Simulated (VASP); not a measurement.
Write the native input for VASP 6.6.1 that does the following.

```
Task                   : relaxation of cell and atoms
Functional             : PBE
Potentials or basis    : VASP PAW PBE potentials, release 64 (Ta_pv, Cu)
Cutoff                 : 600 eV
k mesh                 : 12 × 12 × 16
Occupations            : gaussian, width 0.1 eV
Spin                   : no spin polarisation
Dipole correction      : no
Further INCAR settings : ALGO = Fast; EDIFF = 1e-06; IBRION = 2; EDIFFG = -0.01; NSW = 100; ISIF = 3
```

The structure of Ta3Cu lies in POSCAR:

```
Ta3Cu
1.0
    5.4160188468      0.0000000000      0.0000000000
   -2.7080094234      4.6904099087      0.0000000000
    0.0000000000      0.0000000000      2.7661492360
Ta Cu
3 1
Direct
    0.5000000000      0.0000000000      0.0000000000
    0.0000000000      0.5000000000      0.0000000000
    0.5000000000      0.5000000000      0.0000000000
    0.0000000000      0.0000000000      0.5000000000
```

The cell was generated, and may not be a known phase.

The input as run:

INCAR

```
PREC     = Accurate       # precision mode
ENCUT    = 600            # plane-wave cutoff, eV
EDIFF    = 1E-6           # SCF threshold, eV
ISMEAR   = 0              # smearing method
SIGMA    = 0.1            # smearing width, eV
LREAL    = F              # projectors in reciprocal space
LASPH    = T              # aspherical terms in the spheres
NELM     = 100            # most SCF steps
ALGO     = Fast           # electronic algorithm
ISIF     = 3              # what is computed and relaxed
LWAVE    = F              # write WAVECAR
LCHARG   = F              # write CHGCAR
GGA      = PE             # functional
IBRION   = 2              # ionic algorithm
NSW      = 100            # ionic steps
EDIFFG   = -0.01          # ionic threshold
```

KPOINTS

```
Automatic mesh
0
Gamma
  12 12 16
```

Potentials or basis: VASP PAW PBE potentials, release 64 (Ta_pv, Cu).

Launch:

```sh
$ cat potpaw_PBE.64/Ta_pv/POTCAR potpaw_PBE.64/Cu/POTCAR > POTCAR
$ mpirun -np 1 vasp_std > vasp.out
```

Results of the run:

| Property | Result |
| --- | --- |
| Relaxed volume | 17.55 Å³/atom |
| Relaxed cell | a = 5.428 Å, b = 5.428 Å, c = 2.752 Å, α = 90.00°, β = 90.00°, γ = 120.00° |
| Space group after relaxing (to 0.1 Å) | P6/mmm (No. 191) |
| Energy gained by relaxing | 0.6 meV/atom |
| Ionic steps | 3 |
| Pressure after relaxing | 0.0 GPa |
| Band gap on the k mesh | zero (bands 22 and 23 overlap by 1.85 eV) |

Caveat: spin-orbit coupling is left out, which moves the levels of the heavy elements.

It took 19 min on 1 thread of AMD EPYC 7R13 Processor (Zen 3) (shared host), peak memory 0.47 GiB.
